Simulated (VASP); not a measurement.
# KPt (P-6m2) in VASP: further runs

Runs on KPt. Level: BLYP. Tasks: single point.

Everything below comes from runs of VASP 6.6.1. Logs are shortened: lines on timing, memory, paths and dates and some standing lists are left out, and cuts for length are marked.

**1. The cell of the first run**

The structure is hexagonal, space group P-6m2 (No. 187). The conventional cell has a = 2.940 Å, b = 2.940 Å, c = 5.236 Å, α = 90.00°, β = 90.00°, γ = 120.00°. Within 3.9 Å of Pt (site symmetry -6m2) lie 6 Pt at 2.94 Å and 6 K at 3.12 Å. Within 3.9 Å of K (site symmetry -6m2) lie 6 K at 2.94 Å and 6 Pt at 3.12 Å.

**2. Single point, BLYP**

INCAR

```
SYSTEM = KPt
PREC     = Accurate       ! precision mode
ENCUT    = 520            ! plane-wave cutoff, eV
EDIFF    = 1E-7           ! SCF threshold, eV
ISMEAR   = -1             ! smearing method
SIGMA    = 0.05           ! smearing width, eV
LREAL    = .False.        ! projectors in reciprocal space
LASPH    = .True.         ! aspherical terms in the spheres
NELM     = 60             ! most SCF steps
ALGO     = Normal         ! electronic algorithm
ISIF     = 2              ! what is computed and relaxed
LWAVE    = .False.        ! write WAVECAR
LCHARG   = .True.         ! write CHGCAR
GGA      = B5             ! functional
ALDAX    = 1.0          
AGGAX    = 1.0          
AGGAC    = 1.0          
ALDAC    = 0.0          
LELF     = .True.         ! ELF
LVHAR    = .True.       
NBANDS   = 16             ! bands
```

KPOINTS

```
regular mesh
0
Gamma
  10 10 5
  0 0 0
```

POSCAR

```
KPt
1.0
    2.9395883087      0.0000000000      0.0000000000
   -1.4697941543      2.5457581520      0.0000000000
    0.0000000000      0.0000000000      5.2364539519
Pt K
1 1
Direct
    0.6666666667      0.3333333333      0.0000000000
    0.0000000000      0.0000000000      0.5000000000
```

Potentials or basis: VASP PAW PBE potentials, release 64 (Pt, K_sv).

Command:

```
cat potpaw_PBE.64/Pt/POTCAR potpaw_PBE.64/K_sv/POTCAR > POTCAR
mpirun -np 1 vasp_std > vasp.out
```

OUTCAR:

```text
SYSTEM = KPt
   PREC = Accurate
   ENCUT = 520
   EDIFF = 1E-7
   ISMEAR = -1
   LREAL = .False.
   LASPH = .True.
   NELM = 60
   ISIF = 2
   GGA = B5

 ion  position               nearest neighbor table
   1  0.667  0.333  0.000-   2 3.12   2 3.12   2 3.12   2 3.12   2 3.12   2 3.12
   2  0.000  0.000  0.500-   1 3.12   1 3.12   1 3.12   1 3.12   1 3.12   1 3.12

  LATTYP: Found a hexagonal cell.
 ALAT       =     2.9395883087
 C/A-ratio  =     1.7813562316

  Lattice vectors:

 A1 = (   2.9395883087,   0.0000000000,   0.0000000000)
 A2 = (  -1.4697941543,   2.5457581520,   0.0000000000)
 A3 = (   0.0000000000,   0.0000000000,   5.2364539519)

Analysis of symmetry for initial positions (statically):
=====================================================================
 Subroutine PRICEL returns:
 Original cell was already a primitive cell.

 Routine SETGRP: Setting up the symmetry group for a
 hexagonal supercell.

 Subroutine GETGRP returns: Found 12 space group operations
 (whereof 12 operations were pure point group operations)
 out of a pool of 24 trial point group operations.

The static configuration has the point symmetry D_3h.

Analysis of symmetry for dynamics (positions and initial velocities):
=====================================================================
 Subroutine PRICEL returns:
 Original cell was already a primitive cell.

 Routine SETGRP: Setting up the symmetry group for a
 hexagonal supercell.

 Subroutine GETGRP returns: Found 12 space group operations
 (whereof 12 operations were pure point group operations)
 out of a pool of 24 trial point group operations.

The dynamic configuration has the point symmetry D_3h.

 Subroutine INISYM returns: Found 12 space group operations
 (whereof 12 operations are pure point group operations),
 and found     1 'primitive' translations

----------------------------------------------------------------------------------------

                                     Primitive cell

  volume of cell :      39.1869

  direct lattice vectors                    reciprocal lattice vectors
     2.939588309  0.000000000  0.000000000     0.340183691  0.196405145  0.000000000
    -1.469794154  2.545758152  0.000000000     0.000000000  0.392810291  0.000000000
     0.000000000  0.000000000  5.236453952     0.000000000  0.000000000  0.190968928

  length of vectors
     2.939588309  2.939588309  5.236453952     0.392810291  0.392810291  0.190968928

  position of ions in fractional coordinates (direct lattice)
     0.666666667  0.333333333  0.000000000
     0.000000000  0.000000000  0.500000000

  ion indices of the primitive-cell ions
   primitive index   ion index
                 1           1
                 2           2

----------------------------------------------------------------------------------------

 KPOINTS: regular mesh

Automatic generation of k-mesh.
 Grid dimensions read from file:
 generate k-points for:   10   10    5

 Generating k-lattice:

  Cartesian coordinates                     Fractional coordinates (reciprocal lattice)
     0.034018369  0.019640515  0.000000000     0.100000000  0.000000000  0.000000000
     0.000000000  0.039281029  0.000000000     0.000000000  0.100000000  0.000000000
     0.000000000  0.000000000  0.038193786     0.000000000  0.000000000  0.200000000

  Length of vectors
     0.039281029  0.039281029  0.038193786

  Shift w.r.t. Gamma in fractional coordinates (k-lattice)
     0.000000000  0.000000000  0.000000000

 Subroutine IBZKPT returns following result:
 ===========================================

 Found     42 irreducible k-points:

 Following reciprocal coordinates:
            Coordinates               Weight
  0.000000  0.000000  0.000000      1.000000
  0.100000 -0.000000  0.000000      6.000000
  0.200000 -0.000000  0.000000      6.000000
  0.300000  0.000000  0.000000      6.000000
  0.400000  0.000000  0.000000      6.000000
  0.500000  0.000000  0.000000      3.000000
[... 16 lines left out ...]
  0.300000  0.100000  0.200000     24.000000
  0.400000  0.100000  0.200000     24.000000
 [... further k-points ...]
   k-points           NKPTS =     42   k-points in BZ     NKDIM =     42   number of bands    NBANDS=     16
   number of dos      NEDOS =    301   number of ions     NIONS =      2
   total plane-waves  NPLWV =  23040
   dimension x,y,z NGX =    24 NGY =   24 NGZ =   40
   dimension x,y,z NGXF=    48 NGYF=   48 NGZF=   80
   ions per type =               1   1
   NGX,Y,Z   is equivalent  to a cutoff of  13.57, 13.57, 12.70 a.u.
   NGXF,Y,Z  is equivalent  to a cutoff of  27.15, 27.15, 25.40 a.u.
 SYSTEM =  KPt
   PREC   = accura    normal or accurate (medium, high low for compatibility)
   ISTART =      0    job   : 0-new  1-cont  2-samecut
   ICHARG =      2    charge: 1-file 2-atom 10-const
   ISPIN  =      1    spin polarized calculation?
   LNONCOLLINEAR =      F non collinear calculations
   LSORBIT =      F    spin-orbit coupling
   LASPH  =      T    aspherical Exc in radial PAW
   ENCUT  =  520.0 eV  38.22 Ry    6.18 a.u.   5.47  5.47  9.74*2*pi/ulx,y,z
   NELM   =     60;   NELMIN=  2; NELMDL= -5     # of ELM steps
   EDIFF  = 0.1E-06   stopping-criterion for ELM
   LREAL  =      F    real-space projection
   EDIFFG = 0.1E-05   stopping-criterion for IOM
   NSW    =      0    number of steps for IOM
   IBRION =     -1    ionic relax: 0-MD 1-quasi-New 2-CG
   NFREE  =      0    steps in history (QN), initial steepest desc. (CG)
   ISIF   =      2    stress and relaxation
   ISYM   =      2    0-nonsym 1-usesym 2-fastsym
   POTIM  = 0.5000    time-step for ionic-motion
   TEBEG  =    0.0;   TEEND  =   0.0 temperature during run
   PSTRESS=    0.0 pullay stress
   NELECT =      19.0000    total number of electrons
   NUPDOWN=      -1.0000    fix difference up-down
   EMIN   =  10.00;   EMAX   =-10.00  energy-range for DOS
   EFERMI =   0.00;   METHOD = LEGACY
   ISMEAR =    -1;   SIGMA  =   0.05  broadening in eV -4-tet -1-fermi 0-gaus
   EFERMI_NEDOS =   21; number of points for ismear=-14 and -15
   IALGO  =     38    algorithm
   IMIX   =      4    mixing-type and parameters
     AMIX     =   0.40;   BMIX     =  1.00
     AMIX_MAG =   1.60;   BMIX_MAG =  1.00
  volume/ion in A,a.u.               =      19.59       132.22
  Fermi-wavevector in a.u.,A,eV,Ry     =   1.286113  2.430401 22.505207  1.654086
  Thomas-Fermi vector in A             =   2.418207
   LORBIT       =      0    0 simple, 1 ext, 2 COOP (PROOUT), +10 PAW based schemes
   GGA     = B5    functional components
   LHFCALC =     F    Hartree Fock is set to
   AEXX    =    0.0000 exact exchange contribution
   IVDW    =     0    specifies the selected vdW correction
   LEPSILON=     F    determine dielectric tensor
   LRPA    =     F    only Hartree local field effects (RPA)
 non-spin polarized calculation
  energy-cutoff  :      520.00
  volume of cell :       39.19
 maximum number of plane-waves:      1087
 NGX is ok and might be reduce to    24
   NGX = 11   NGY = 11   NGZ = 19

 number of electron      18.9999998 magnetization

 Free energy of the ion-electron system (eV)
  ---------------------------------------------------
  ext. energy  EPLUGINS =         0.00000000
  ---------------------------------------------------
  free energy    TOTEN  =        -5.38161060 eV

  energy without entropy =       -5.36971414  energy(sigma->0) =       -5.37566237

 E-fermi :   6.6331     XC(G=0): -10.4037

 val. band max:        6.6127079333   @ k =   0.3000   0.1000   0.2000
 cond. band min:       6.6543947807   @ k =   0.3000   0.1000   0.4000
 fundamental gap:      0.0416868474
 Fermi energy:         6.6331076318

 k-point     1 :       0.0000    0.0000    0.0000
  band No.  band energies     occupation
      1     -26.0193      2.00000
      2      -9.3227      2.00000
      3      -8.2510      2.00000
      4      -8.2510      2.00000
      5      -0.1137      2.00000
      6       3.0713      2.00000
[... 8 lines left out ...]
     15      15.6277      0.00000
     16      15.6277      0.00000

 k-point     2 :       0.1000   -0.0000    0.0000
  band No.  band energies     occupation
      1     -25.9676      2.00000
      2      -9.2739      2.00000
      3      -8.5274      2.00000
      4      -8.3063      2.00000
      5       0.2168      2.00000
      6       3.2121      2.00000
[... 8 lines left out ...]
     15      15.4957      0.00000
     16      15.5301      0.00000

 k-point     3 :       0.2000   -0.0000    0.0000
  band No.  band energies     occupation
      1     -25.8287      2.00000
      2      -9.2050      2.00000
      3      -9.1433      2.00000
      4      -8.4476      2.00000
      5       1.0955      2.00000
      6       3.4473      2.00000
[... 8 lines left out ...]
     15      15.2882      0.00000
     16      15.5462      0.00000

 k-point     4 :       0.3000    0.0000    0.0000
  band No.  band energies     occupation
      1     -25.6495      2.00000
      2      -9.9741      2.00000
      3      -8.9751      2.00000
      4      -8.6158      2.00000
      5       1.8916      2.00000
      6       3.6909      2.00000
[... 8 lines left out ...]
     15      15.0125      0.00000
     16      16.1170      0.00000

 k-point     5 :       0.4000    0.0000    0.0000
  band No.  band energies     occupation
      1     -25.4977      2.00000
      2     -10.5569      2.00000
      3      -8.8331      2.00000
      4      -8.7470      2.00000
      5       1.9379      2.00000
      6       3.2473      2.00000
[... 8 lines left out ...]
     15      15.9865      0.00000
     16      16.6640      0.00000

 k-point     6 :       0.5000    0.0000    0.0000
  band No.  band energies     occupation
      1     -25.4380      2.00000
      2     -10.7723      2.00000
      3      -8.7961      2.00000
      4      -8.7773      2.00000
      5       1.8752      2.00000
      6       3.0791      2.00000
[... 8 lines left out ...]
     15      16.3732      0.00000
     16      17.1082      0.00000
[... 267 lines left out ...]
 k-point    21 :       0.1000    0.1000    0.2000
  band No.  band energies     occupation
      1     -25.8713      2.00000
      2      -9.2132      2.00000
      3      -8.9768      2.00000
      4      -8.4289      2.00000
      5       1.0064      2.00000
      6       3.5314      2.00000
[... 8 lines left out ...]
     15      14.6733      0.00000
     16      15.1870      0.00000

 k-point    22 :       0.2000    0.1000    0.2000
  band No.  band energies     occupation
      1     -25.7121      2.00000
      2      -9.6464      2.00000
      3      -9.0506      2.00000
      4      -8.6383      2.00000
      5       1.9485      2.00000
      6       3.4541      2.00000
[... 8 lines left out ...]
     15      14.6253      0.00000
     16      14.9092      0.00000

 k-point    23 :       0.3000    0.1000    0.2000
  band No.  band energies     occupation
      1     -25.5457      2.00000
      2     -10.2734      2.00000
      3      -8.8832      2.00000
      4      -8.8406      2.00000
      5       2.2550      2.00000
      6       3.3483      2.00000
[... 8 lines left out ...]
     15      15.0162      0.00000
     16      15.3828      0.00000

 k-point    24 :       0.4000    0.1000    0.2000
  band No.  band energies     occupation
      1     -25.4388      2.00000
      2     -10.6463      2.00000
      3      -8.9619      2.00000
      4      -8.7758      2.00000
      5       2.1315      2.00000
      6       3.0898      2.00000
[... 8 lines left out ...]
     15      15.2162      0.00000
     16      15.6310      0.00000

 [... further k-points ...]

------------------------ aborting loop because EDIFF is reached ----------------------------------------

  FORCE on cell =-STRESS in cart. coord.  units (eV):
  Direction    XX          YY          ZZ          XY          YZ          ZX
  --------------------------------------------------------------------------------------
  -------------------------------------------------------------------------------------
  Total        2.6830625      2.6830625      2.4503631      0.0000000      0.0000000      0.0000000
  in kB      109.6984322    109.6984322    100.1843947      0.0000000      0.0000000      0.0000000
  external PRESSURE =     106.5270864 kB  Pullay stress =       0.0000000 kB

 VOLUME and BASIS-vectors are now :
 -----------------------------------------------------------------------------
  energy-cutoff  :      520.00
  volume of cell :       39.19
      direct lattice vectors                 reciprocal lattice vectors
     2.939588309  0.000000000  0.000000000     0.340183691  0.196405145  0.000000000
    -1.469794154  2.545758152  0.000000000     0.000000000  0.392810291  0.000000000
     0.000000000  0.000000000  5.236453952     0.000000000  0.000000000  0.190968928

 POSITION                                       TOTAL-FORCE (eV/Angst)
 -----------------------------------------------------------------------------------
      1.46979      0.84859      0.00000         0.000000      0.000000      0.000000
      0.00000      0.00000      2.61823        -0.000000      0.000000      0.000000
 -----------------------------------------------------------------------------------
    total drift:                               -0.000000      0.000000      0.000000

  FREE ENERGIE OF THE ION-ELECTRON SYSTEM (eV)
  ---------------------------------------------------
  free  energy   TOTEN  =        -5.3816105965 eV

  energy  without entropy=       -5.3697141360  energy(sigma->0) =       -5.37566237
```

It took 63 s on 1 thread of Intel Xeon 8259CL, shared host; peak memory 0.17 GiB.

Results:

```yaml
Free_energy: -5.3816 eV
Pressure: 10.7 GPa
```

Levels at points of the mesh, in eV from the Fermi level:
```
           k point  band 7  band 8  band 9  band 10  band 11  band 12  band 13  band 14
(0.00, 0.00, 0.00)   -2.59   -2.59   -1.10    -1.10     1.86     1.90     5.41     5.41
(0.50, 0.00, 0.00)   -2.42   -1.68    0.10     0.50     1.71     2.19     3.83     8.10
```

Caveat: the PAW data sets were made with another functional, which shifts forces and pressure a little; spin-orbit coupling is left out, which moves the levels of the heavy elements.

**3. Single point, BLYP**

This run uses another cell than the first one, of 20.01 Å³/atom, 1.021 times its volume.

INCAR

```
AGGAC = 1.0
AGGAX = 1.0
ALDAC = 0.0
ALDAX = 1.0
ALGO = Normal
EDIFF = 1E-6
ENCUT = 520
GGA = B5
ISIF = 2
ISMEAR = -1
LASPH = T
LCHARG = F
LREAL = F
LWAVE = F
NBANDS = 16
NELM = 60
PREC = Accurate
SIGMA = 0.05
```

KPOINTS

```
k-points
0
Gamma
  10 10 5
```

POSCAR

```
KPt
1.0
    2.9602903169      0.0000000000      0.0000000000
   -1.4801451584      2.5636866170      0.0000000000
    0.0000000000      0.0000000000      5.2733316032
Pt K
1 1
Direct
    0.6666666667      0.3333333333      0.0000000000
    0.0000000000      0.0000000000      0.5000000000
```

Potentials or basis: VASP PAW PBE potentials, release 64 (Pt, K_sv).

Command:

```
cat potpaw_PBE.64/Pt/POTCAR potpaw_PBE.64/K_sv/POTCAR > POTCAR
mpirun -np 1 vasp_std > vasp.out
```

It took 56 s on 1 thread of Intel Xeon 8259CL, shared host; peak memory 0.18 GiB.

The run converged. Its results:

* Free energy: -5.4321 eV
* Pressure: 8.6 GPa

Stress tensor (GPa, compression positive):
```
9.03 0.00 0.00
0.00 9.03 0.00
0.00 0.00 7.85
```

Levels at points of the mesh, in eV from the Fermi level:
```csv
k point,band 8,band 9,band 10,band 11,band 12,band 13
"(0.00, 0.00, 0.00)",-2.51,-1.07,-1.07,1.83,1.88,5.42
"(0.50, 0.00, 0.00)",-1.63,0.09,0.54,1.77,2.23,3.73
```

Caveat: the PAW data sets were made with another functional, which shifts forces and pressure a little; spin-orbit coupling is left out, which moves the levels of the heavy elements.
